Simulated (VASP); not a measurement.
# Si11HO24 (a cell with a defect) in VASP: further runs, part 2 of 2

VASP 6.6.1. The steps go on from the part before.

**3. Single point, LDA, collinear spin**

INCAR

```
SYSTEM = Si11HO24
PREC = Accurate ; ENCUT = 520
EDIFF = 1E-6 ; ISMEAR = -1
SIGMA = 0.01 ; LREAL = Auto
LASPH = .True. ; NELM = 200
ALGO = Normal ; ISIF = 2
LWAVE = .False. ; LCHARG = .False.
ISPIN = 2 ; MAGMOM = 0 0 0 0 0 0 0 0 0 0 0 0.04 0 0.01 0 0 0.75 0.69 0.01 0 0.01 0.02 0.06 0 0.05 0 0.02 0.03 0 0.01 0 0.76 0 0.01 0.05 0
LORBIT = 11 ; NUPDOWN = 3.0
GGA = CA ; NBANDS = 122
GGA_COMPAT = .False.
```

KPOINTS

```
Automatic mesh
0
Gamma
  1 1 1
  0.25 0.25 0.25
```

POSCAR

```
Si11HO24
1.0
   -2.5104095144      4.3481568267      5.5092742089
    5.0208190287      0.0000000000      5.5092742089
    5.0208190287      8.6963136534      0.0000000000
Si O H
11 24 1
Direct
    0.4019683802      0.9352255465      0.0342956737
    0.9020388141      0.4404083929      0.2896829403
   -0.0051056370      0.0144503079      0.2596779968
    0.5007745851      0.5036319896      0.0158383788
    0.0900333477      0.5891436850      0.4582437790
    0.5932733280      0.0758422936      0.2004355058
    0.4011129952      0.9180402531      0.5314740149
    0.9080583512      0.4242088157      0.7907861309
   -0.0017531599     -0.0074913075      0.7585267571
    0.1038631495      0.5698219218      0.9515815896
    0.5994353104      0.0542998030      0.7018173055
    0.0539332280      0.4807043885      0.3557896941
    0.5623778662      0.9870558189      0.0843855322
    0.0548291412      0.8238227407      0.3884827527
    0.5560462475      0.3135384542      0.1463184734
    0.1814736292      0.0352213681      0.1171503398
    0.6733278882      0.5719980716      0.3378714153
    0.3141219232      0.5005791466      0.4839224586
    0.8182314366      0.9868748286      0.2131159424
    0.4295253527      0.6980137640      0.0772391924
    0.9242382149      0.2059050501      0.3250681037
    0.4371668148      0.0213265598      0.3576885551
    0.9520452113      0.5307220007      0.1132744606
    0.0674626732      0.4590054731      0.8521498900
    0.5564136176      0.9531019216      0.5969050488
    0.0744535949      0.8053116548      0.8840159116
    0.6072728902      0.2814727770      0.6258839265
    0.1763255329      0.0133281567      0.6092104719
    0.6892650606      0.5207564171      0.8755816442
    0.3273530319      0.4765210112      0.9653143085
    0.8173882417      0.9476656139      0.7285858283
    0.4373048922      0.6752151608      0.5656192983
    0.9352085951      0.1906473830      0.8145006720
    0.4332706166      0.0215038939      0.8582462726
    0.9395059277      0.5398270862      0.6185926163
    0.4990369590      0.3806521719      0.5899187812
```

Potentials or basis: VASP PAW LDA potentials, release 64 (Si, O, H).

Launch:

```bash
$ cat potpaw_LDA.64/Si/POTCAR potpaw_LDA.64/O/POTCAR potpaw_LDA.64/H/POTCAR > POTCAR
$ mpirun -np 1 vasp_std > vasp.out
```

Run time: 5.6 min. Hardware: 1 thread of Oxide Virtual Turin-like, shared host; peak memory 0.46 GiB.

It converged, with:

| Item | Value |
| --- | --- |
| Free energy | -295.2351 eV |
| Pressure | -6.4 GPa |
| Largest force | 0.798 eV/Å |
| Net moment | 3.00 μB per cell |
| Site moments | Si -0.00, -0.01, +0.00 (each value once); O +0.04, +0.00, +0.01, +0.72, +0.66, +0.02, +0.06, +0.05, +0.03, +0.73 (each value once); H -0.00 μB |
| Valence electrons inside the program's atomic spheres | Si 1.62, 1.63, 1.64 (each value once); O 5.18, 5.20, 5.21, 4.83, 4.87, 5.19, 4.84 (each value once); H 0.69 |

Forces in eV/Å, atoms in the order of the input:
```
Si   0.011  0.010 -0.007
Si   0.059 -0.032 -0.048
Si   0.004  0.037 -0.002
Si   0.014  0.052  0.016
Si   0.030  0.073  0.032
Si  -0.033  0.002 -0.037
Si  -0.079 -0.064  0.026
Si   0.034 -0.036  0.039
Si   0.025  0.030 -0.023
Si  -0.041  0.000 -0.006
Si  -0.092  0.043  0.039
O    0.274 -0.089 -0.076
O    0.282 -0.019 -0.145
O   -0.149 -0.212 -0.113
O   -0.204 -0.244 -0.100
O   -0.115  0.222 -0.135
O   -0.136  0.215  0.040
O    0.209 -0.079 -0.002
O    0.286  0.047  0.106
O   -0.135 -0.260  0.156
O   -0.149 -0.227  0.154
O   -0.142  0.204  0.141
O   -0.207  0.170  0.116
O    0.301 -0.064 -0.084
O    0.270 -0.044 -0.089
O   -0.143 -0.222 -0.158
O   -0.485  0.475 -0.420
O   -0.125  0.281 -0.140
O   -0.110  0.195 -0.150
O    0.304  0.047  0.103
O    0.262 -0.015  0.172
O    0.056 -0.211  0.142
O   -0.115 -0.191  0.129
O   -0.171  0.243  0.122
O   -0.181  0.204  0.089
H    0.390 -0.542  0.113
```

Stress tensor (GPa, compression positive):
```
-6.95 -0.61 -0.63
-0.61 -5.42 -1.02
-0.63 -1.02 -6.82
```

Caveat: the k points lie up to 0.92 Å⁻¹ apart, too coarse for converged energies, forces and pressures; the total moment is fixed, so each spin has its own Fermi level and the state may be an excited one.

**4. Single point, PBE, collinear spin**

INCAR

```
SYSTEM = Si11HO24
PREC     = Accurate       ! precision mode
ENCUT    = 520            ! plane-wave cutoff, eV
EDIFF    = 1E-6           ! SCF threshold, eV
ISMEAR   = -1             ! smearing method
SIGMA    = 0.01           ! smearing width, eV
LREAL    = Auto         
LASPH    = .True.         ! aspherical terms in the spheres
NELM     = 200            ! most SCF steps
ALGO     = Normal         ! electronic algorithm
ISIF     = 2              ! what is computed and relaxed
LWAVE    = .False.        ! write WAVECAR
LCHARG   = .True.         ! write CHGCAR
ISPIN    = 2              ! spin polarisation
MAGMOM   = 0 0 0 0 0 0 0 0 0 0 0 0.08 0 0 0 0 0.29 0.32 0 0 0.01 0 0 0 0 0 0 0 0 0 0 0.08 0 0 0.01 0 ! initial moments
LORBIT   = 11             ! projections on sites
NUPDOWN  = 1.0            ! fixed moment
GGA      = PE             ! functional
LELF     = .True.         ! ELF
LVHAR    = .True.       
NBANDS   = 122            ! bands
NELECT   = 191.0        
GGA_COMPAT= .False.
```

KPOINTS is that of step 3.

POSCAR

```
Si11HO24
1.0
   -2.5104095144      4.3481568267      5.5092742089
    5.0208190287      0.0000000000      5.5092742089
    5.0208190287      8.6963136534      0.0000000000
Si O H
11 24 1
Direct
    0.4030291298      0.9238461446      0.0380111210
    0.8909578829      0.4412149706      0.2716446182
   -0.0068753208      0.0020046201      0.2668431950
    0.5061597085      0.4923983117      0.0112866405
    0.0895045125      0.5681336875      0.4503753219
    0.5891512058      0.0613567011      0.2098925128
    0.4050966944      0.9131242742      0.5488203585
    0.9136936350      0.4198374492      0.7790933645
   -0.0017950265     -0.0059476156      0.7559932180
    0.1151303183      0.5608698910      0.9340284037
    0.5877459639      0.0913961728      0.7050700525
    0.0422422786      0.4969702025      0.3303353240
    0.5608175570      0.9710061781      0.0929052770
    0.0443210636      0.8111470465      0.3965522946
    0.5455960547      0.3003677293      0.1444511486
    0.1823981800      0.0146092495      0.1242753107
    0.6770961457      0.5639263085      0.3242521588
    0.3059042059      0.4580830712      0.4619540417
    0.8187724110      0.9853292522      0.2108738698
    0.4326348024      0.6883993646      0.0703639560
    0.9283584194      0.1984643985      0.3232435383
    0.4431033114      0.0031237592      0.3683197946
    0.9697282629      0.4905911345      0.0912452314
    0.0848521280      0.4659818143      0.8215136502
    0.5429682114      1.0120809604      0.5907528370
    0.0671025686      0.7997252097      0.8817293603
    0.5949876998      0.3147428728      0.6641586012
    0.1722214396      0.0269057100      0.6085076694
    0.7036650570      0.5109171711      0.8799813304
    0.3388929482      0.4750355406      0.9496470419
    0.8081813299      0.9660284615      0.7267428142
    0.4344520938      0.6856733810      0.6128910086
    0.9397467248      0.1827526689      0.8236326082
    0.4302391398      0.0259604458      0.8646581046
    0.9233320670      0.5230769064      0.6086803215
    0.5190272829      0.4549588183      0.6303878022
```

Potentials or basis: VASP PAW PBE potentials, release 64 (Si, O, H).

Launch:

```bash
$ cat potpaw_PBE.64/Si/POTCAR potpaw_PBE.64/O/POTCAR potpaw_PBE.64/H/POTCAR > POTCAR
$ mpirun -np 1 vasp_std > vasp.out
```

Wall time 8.5 min (1 thread of Oxide Virtual Turin-like, shared host); peak memory 0.73 GiB.

Results (log left out):

- Free energy: -267.2615 eV
- Largest force: 0.158 eV/Å
- Net moment: 1.00 μB per cell
- Site moments: Si +0.00, -0.01, -0.00 (each value once); O +0.08, -0.00, +0.00, +0.30, +0.32, +0.01 (each value once); H -0.00 μB
- Valence electrons inside the program's atomic spheres: Si 1.63, 1.66, 1.65, 1.62, 1.64 (each value once); O 5.21, 5.24, 5.23, 5.25, 5.01, 5.00, 5.09 (each value once); H 0.63

Forces in eV/Å, atoms in the order of the input:
```
Si   0.002  0.004 -0.012
Si  -0.133  0.047  0.033
Si  -0.006 -0.006  0.006
Si   0.008  0.016  0.008
Si   0.087 -0.068 -0.029
Si  -0.010 -0.011  0.009
Si   0.042 -0.076  0.081
Si   0.026  0.007 -0.027
Si   0.023  0.021 -0.020
Si  -0.045  0.008  0.003
Si  -0.005 -0.002 -0.015
O    0.011 -0.007 -0.011
O    0.016  0.003  0.000
O   -0.025  0.006 -0.023
O   -0.029  0.002 -0.008
O    0.010  0.010 -0.004
O    0.145 -0.045 -0.045
O   -0.082  0.085  0.043
O    0.012  0.023  0.004
O   -0.002 -0.008  0.005
O    0.015 -0.021  0.019
O    0.011  0.029 -0.016
O    0.019  0.019 -0.004
O    0.018 -0.007  0.001
O    0.003 -0.023 -0.018
O    0.002 -0.013 -0.005
O    0.002  0.002  0.008
O   -0.026  0.005  0.018
O   -0.017  0.006  0.000
O    0.018 -0.004 -0.009
O   -0.002 -0.002  0.003
O   -0.085  0.058 -0.101
O    0.002 -0.007  0.012
O   -0.020 -0.013  0.014
O   -0.027 -0.014  0.031
H    0.041 -0.022  0.049
```

Caveat: the k points lie up to 0.92 Å⁻¹ apart, too coarse for converged energies, forces and pressures; the cell carries a net charge on a neutralising background, which shifts energy and pressure; the cell is charged against a uniform background, so pressure and absolute levels hang on convention; the total moment is fixed, so each spin has its own Fermi level and the state may be an excited one.
